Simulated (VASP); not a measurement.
# ReHg2Sb2 (P4/mmm) in VASP: notebook

ReHg2Sb2 is run at these levels: PBE; tasks: single point, relaxation of cell and atoms.

Program: VASP 6.6.1. These are calculated values, not measurements. Logs are shortened: lines on timing, memory, paths and dates and some standing lists are left out, and cuts for length are marked.

**1. The cell of the first run**

The structure is tetragonal, space group P4/mmm (No. 123). The conventional cell has a = 3.667 Å, b = 3.667 Å, c = 9.830 Å, α = 90.00°, β = 90.00°, γ = 90.00°. Re (site symmetry 4/mmm) has 8 Sb at 3.00 Å and 4 Re at 3.67 Å within 4.0 Å. Within 3.4 Å of Hg (site symmetry mmm) lie 4 Hg at 2.59 Å. Sb (site symmetry 4mm) has 4 Re at 3.00 Å and 5 Sb at 3.02 to 3.67 Å and 4 Hg at 3.87 Å within 4.0 Å.

**2. Single point, PBE**

The input, INCAR:

```
PREC = Accurate
ENCUT = 520
EDIFF = 1E-6
ISMEAR = 0
SIGMA = 0.1
LREAL = F
LASPH = T
NELM = 100
ALGO = Normal
ISIF = 2
LWAVE = F
LCHARG = F
GGA = PE
NBANDS = 28
```

The input, KPOINTS:

```
regular mesh
0
Gamma
  10 10 4
```

The input, POSCAR:

```
ReHg2Sb2
1.0
    3.6669473802      0.0000000000      0.0000000000
    0.0000000000      3.6669473802      0.0000000000
    0.0000000000      0.0000000000      9.8302712320
Re Hg Sb
1 2 2
Direct
    0.0000000000      0.0000000000      0.0000000000
    0.0000000000      0.5000000000      0.5000000000
    0.5000000000      0.0000000000      0.5000000000
    0.5000000000      0.5000000000      0.1537202515
    0.5000000000      0.5000000000      0.8462797485
```

Potentials or basis: VASP PAW PBE potentials, release 64 (Re, Hg, Sb).

Launch:

```
cat potpaw_PBE.64/Re/POTCAR potpaw_PBE.64/Hg/POTCAR potpaw_PBE.64/Sb/POTCAR > POTCAR
mpirun -np 1 vasp_std > vasp.out
```

OUTCAR:

```text
PREC = Accurate
   ENCUT = 520
   EDIFF = 1E-6
   ISMEAR = 0
   LREAL = F
   LASPH = T
   NELM = 100
   ISIF = 2
   GGA = PE

 ion  position               nearest neighbor table
   1  0.000  0.000  0.000-   4 3.00   5 3.00   4 3.00   5 3.00   4 3.00   5 3.00   4 3.00   5 3.00

   2  0.000  0.500  0.500-   3 2.59   3 2.59   3 2.59   3 2.59
   3  0.500  0.000  0.500-   2 2.59   2 2.59   2 2.59   2 2.59
   4  0.500  0.500  0.154-   1 3.00   1 3.00   1 3.00   1 3.00   5 3.02
   5  0.500  0.500  0.846-   1 3.00   1 3.00   1 3.00   1 3.00   4 3.02

  LATTYP: Found a simple tetragonal cell.
 ALAT       =     3.6669473802
 C/A-ratio  =     2.6807778277

  Lattice vectors:

 A1 = (   3.6669473802,   0.0000000000,   0.0000000000)
 A2 = (   0.0000000000,   3.6669473802,   0.0000000000)
 A3 = (   0.0000000000,   0.0000000000,   9.8302712320)

Analysis of symmetry for initial positions (statically):
=====================================================================
 Subroutine PRICEL returns:
 Original cell was already a primitive cell.

 Routine SETGRP: Setting up the symmetry group for a
 simple tetragonal supercell.

 Subroutine GETGRP returns: Found 16 space group operations
 (whereof 16 operations were pure point group operations)
 out of a pool of 16 trial point group operations.

The static configuration has the point symmetry D_4h.

Analysis of symmetry for dynamics (positions and initial velocities):
=====================================================================
 Subroutine PRICEL returns:
 Original cell was already a primitive cell.

 Routine SETGRP: Setting up the symmetry group for a
 simple tetragonal supercell.

 Subroutine GETGRP returns: Found 16 space group operations
 (whereof 16 operations were pure point group operations)
 out of a pool of 16 trial point group operations.

The dynamic configuration has the point symmetry D_4h.

 Subroutine INISYM returns: Found 16 space group operations
 (whereof 16 operations are pure point group operations),
 and found     1 'primitive' translations

----------------------------------------------------------------------------------------

                                     Primitive cell

  volume of cell :     132.1828

  direct lattice vectors                    reciprocal lattice vectors
     3.666947380  0.000000000  0.000000000     0.272706395  0.000000000  0.000000000
     0.000000000  3.666947380  0.000000000     0.000000000  0.272706395  0.000000000
     0.000000000  0.000000000  9.830271232     0.000000000  0.000000000  0.101726593

  length of vectors
     3.666947380  3.666947380  9.830271232     0.272706395  0.272706395  0.101726593

  position of ions in fractional coordinates (direct lattice)
     0.000000000  0.000000000  0.000000000
     0.000000000  0.500000000  0.500000000
     0.500000000  0.000000000  0.500000000
     0.500000000  0.500000000  0.153720251
     0.500000000  0.500000000  0.846279749

  ion indices of the primitive-cell ions
   primitive index   ion index
                 1           1
                 2           2
                 3           3
                 4           4
                 5           5

----------------------------------------------------------------------------------------

 KPOINTS: regular mesh

Automatic generation of k-mesh.
 Grid dimensions read from file:
 generate k-points for:   10   10    4

 Generating k-lattice:

  Cartesian coordinates                     Fractional coordinates (reciprocal lattice)
     0.027270639  0.000000000  0.000000000     0.100000000  0.000000000  0.000000000
     0.000000000  0.027270639  0.000000000     0.000000000  0.100000000  0.000000000
     0.000000000  0.000000000  0.025431648     0.000000000  0.000000000  0.250000000

  Length of vectors
     0.027270639  0.027270639  0.025431648

  Shift w.r.t. Gamma in fractional coordinates (k-lattice)
     0.000000000  0.000000000  0.000000000

 Subroutine IBZKPT returns following result:
 ===========================================

 Found     63 irreducible k-points:

 Following reciprocal coordinates:
            Coordinates               Weight
  0.000000  0.000000  0.000000      1.000000
  0.100000  0.000000  0.000000      4.000000
  0.200000  0.000000  0.000000      4.000000
  0.300000  0.000000  0.000000      4.000000
  0.400000  0.000000  0.000000      4.000000
  0.500000  0.000000  0.000000      2.000000
[... 16 lines left out ...]
  0.100000  0.000000  0.250000      8.000000
  0.200000  0.000000  0.250000      8.000000
 [... further k-points ...]
   k-points           NKPTS =     63   k-points in BZ     NKDIM =     63   number of bands    NBANDS=     28
   number of dos      NEDOS =    301   number of ions     NIONS =      5
   total plane-waves  NPLWV =  62720
   dimension x,y,z NGX =    28 NGY =   28 NGZ =   80
   dimension x,y,z NGXF=    56 NGYF=   56 NGZF=  160
   ions per type =               1   2   2
   NGX,Y,Z   is equivalent  to a cutoff of  12.69, 12.69, 13.53 a.u.
   NGXF,Y,Z  is equivalent  to a cutoff of  25.39, 25.39, 27.06 a.u.
 SYSTEM =  unknown system
   PREC   = accura    normal or accurate (medium, high low for compatibility)
   ISTART =      0    job   : 0-new  1-cont  2-samecut
   ICHARG =      2    charge: 1-file 2-atom 10-const
   ISPIN  =      1    spin polarized calculation?
   LNONCOLLINEAR =      F non collinear calculations
   LSORBIT =      F    spin-orbit coupling
   LASPH  =      T    aspherical Exc in radial PAW
   ENCUT  =  520.0 eV  38.22 Ry    6.18 a.u.   6.82  6.82 18.28*2*pi/ulx,y,z
   NELM   =    100;   NELMIN=  2; NELMDL= -5     # of ELM steps
   EDIFF  = 0.1E-05   stopping-criterion for ELM
   LREAL  =      F    real-space projection
   EDIFFG = 0.1E-04   stopping-criterion for IOM
   NSW    =      0    number of steps for IOM
   IBRION =     -1    ionic relax: 0-MD 1-quasi-New 2-CG
   NFREE  =      0    steps in history (QN), initial steepest desc. (CG)
   ISIF   =      2    stress and relaxation
   ISYM   =      2    0-nonsym 1-usesym 2-fastsym
   POTIM  = 0.5000    time-step for ionic-motion
   TEBEG  =    0.0;   TEEND  =   0.0 temperature during run
   PSTRESS=    0.0 pullay stress
   NELECT =      41.0000    total number of electrons
   NUPDOWN=      -1.0000    fix difference up-down
   EMIN   =  10.00;   EMAX   =-10.00  energy-range for DOS
   EFERMI =   0.00;   METHOD = LEGACY
   ISMEAR =     0;   SIGMA  =   0.10  broadening in eV -4-tet -1-fermi 0-gaus
   EFERMI_NEDOS =   21; number of points for ismear=-14 and -15
   IALGO  =     38    algorithm
   IMIX   =      4    mixing-type and parameters
     AMIX     =   0.40;   BMIX     =  1.00
     AMIX_MAG =   1.60;   BMIX_MAG =  1.00
  volume/ion in A,a.u.               =      26.44       178.40
  Fermi-wavevector in a.u.,A,eV,Ry     =   1.108182  2.094161 16.708876  1.228068
  Thomas-Fermi vector in A             =   2.244706
   LORBIT       =      0    0 simple, 1 ext, 2 COOP (PROOUT), +10 PAW based schemes
   GGA     = PE    functional components
   LHFCALC =     F    Hartree Fock is set to
   AEXX    =    0.0000 exact exchange contribution
   IVDW    =     0    specifies the selected vdW correction
   LEPSILON=     F    determine dielectric tensor
   LRPA    =     F    only Hartree local field effects (RPA)
 non-spin polarized calculation
 Gauss-broadening in eV      SIGMA  =   0.10
  energy-cutoff  :      520.00
  volume of cell :      132.18
 maximum number of plane-waves:      3592
 NGX is ok and might be reduce to    28
   NGX = 13   NGY = 13   NGZ = 37

 number of electron      40.9999999 magnetization

 Free energy of the ion-electron system (eV)
  ---------------------------------------------------
  ext. energy  EPLUGINS =         0.00000000
  ---------------------------------------------------
  free energy    TOTEN  =       -17.63095237 eV

  energy without entropy =      -17.61856315  energy(sigma->0) =      -17.62475776

 E-fermi :   4.8933     XC(G=0): -10.1228

 val. band max:        4.8912210773   @ k =   0.2000   0.0000   0.2500
 cond. band min:       4.9032332784   @ k =   0.2000   0.1000   0.5000
 fundamental gap:      0.0120122012
 Fermi energy:         4.8932578515

 k-point     1 :       0.0000    0.0000    0.0000
  band No.  band energies     occupation
      1      -6.7413      2.00000
      2      -5.7574      2.00000
      3      -5.5097      2.00000
      4      -5.1534      2.00000
      5      -4.3790      2.00000
      6      -3.3969      2.00000
[... 20 lines left out ...]
     27       9.0042      0.00000
     28       9.0042      0.00000

 k-point     2 :       0.1000    0.0000    0.0000
  band No.  band energies     occupation
      1      -6.6351      2.00000
      2      -5.6127      2.00000
      3      -5.4188      2.00000
      4      -5.0590      2.00000
      5      -4.3219      2.00000
      6      -3.3816      2.00000
[... 20 lines left out ...]
     27       8.9276      0.00000
     28       9.1008      0.00000

 k-point     3 :       0.2000    0.0000    0.0000
  band No.  band energies     occupation
      1      -6.3291      2.00000
      2      -5.1920      2.00000
      3      -5.1481      2.00000
      4      -4.7852      2.00000
      5      -4.1645      2.00000
      6      -3.3309      2.00000
[... 20 lines left out ...]
     27       9.5782      0.00000
     28       9.8304      0.00000

 k-point     4 :       0.3000    0.0000    0.0000
  band No.  band energies     occupation
      1      -5.8714      2.00000
      2      -4.7037      2.00000
      3      -4.5493      2.00000
      4      -4.3629      2.00000
      5      -3.9525      2.00000
      6      -3.2316      2.00000
[... 578 lines left out ...]
     27       9.2703      0.00000
     28       9.2703      0.00000

 k-point    23 :       0.1000    0.0000    0.2500
  band No.  band energies     occupation
      1      -6.6215      2.00000
      2      -5.6362      2.00000
      3      -5.4188      2.00000
      4      -5.0614      2.00000
      5      -4.3596      2.00000
      6      -3.3826      2.00000
[... 20 lines left out ...]
     27       9.1949      0.00000
     28       9.3286      0.00000

 k-point    24 :       0.2000    0.0000    0.2500
  band No.  band energies     occupation
      1      -6.3171      2.00000
      2      -5.2148      2.00000
      3      -5.1481      2.00000
      4      -4.7884      2.00000
      5      -4.1933      2.00000
      6      -3.3354      2.00000
[... 20 lines left out ...]
     27       9.3882      0.00000
     28       9.9610      0.00000

 [... further k-points ...]

------------------------ aborting loop because EDIFF is reached ----------------------------------------

  FORCE on cell =-STRESS in cart. coord.  units (eV):
  Direction    XX          YY          ZZ          XY          YZ          ZX
  --------------------------------------------------------------------------------------
  -------------------------------------------------------------------------------------
  Total        0.5571468      0.5571468      0.0029446      0.0000000      0.0000000     -0.0000000
  in kB        6.7531344      6.7531344      0.0356914      0.0000000      0.0000000     -0.0000000
  external PRESSURE =       4.5139868 kB  Pullay stress =       0.0000000 kB

 VOLUME and BASIS-vectors are now :
 -----------------------------------------------------------------------------
  energy-cutoff  :      520.00
  volume of cell :      132.18
      direct lattice vectors                 reciprocal lattice vectors
     3.666947380  0.000000000  0.000000000     0.272706395  0.000000000  0.000000000
     0.000000000  3.666947380  0.000000000     0.000000000  0.272706395  0.000000000
     0.000000000  0.000000000  9.830271232     0.000000000  0.000000000  0.101726593

 POSITION                                       TOTAL-FORCE (eV/Angst)
 -----------------------------------------------------------------------------------
      0.00000      0.00000      0.00000         0.000000      0.000000      0.000000
      0.00000      1.83347      4.91514         0.000000      0.000000      0.000000
      1.83347      0.00000      4.91514         0.000000      0.000000      0.000000
      1.83347      1.83347      1.51111         0.000000      0.000000      0.014691
      1.83347      1.83347      8.31916         0.000000     -0.000000     -0.014691
 -----------------------------------------------------------------------------------
    total drift:                                0.000000      0.000000      0.000000

  FREE ENERGIE OF THE ION-ELECTRON SYSTEM (eV)
  ---------------------------------------------------
  free  energy   TOTEN  =       -17.6309523717 eV

  energy  without entropy=      -17.6185631495  energy(sigma->0) =      -17.62475776
```

Wall time 7.3 min (1 thread of AMD EPYC, shared host); peak memory 0.37 GiB.

Results:

```yaml
Free_energy: -17.6310 eV
Pressure: 0.5 GPa
Largest_force: 0.015 eV/Å
```

Forces in eV/Å, atoms in the order of the input:
```
Re   0.000  0.000  0.000
Hg   0.000  0.000  0.000
Hg   0.000  0.000  0.000
Sb   0.000  0.000  0.015
Sb   0.000  0.000 -0.015
```

Caveat: spin-orbit coupling is left out, which moves the levels of the heavy elements.

(Part 1 of 2 ends here.)
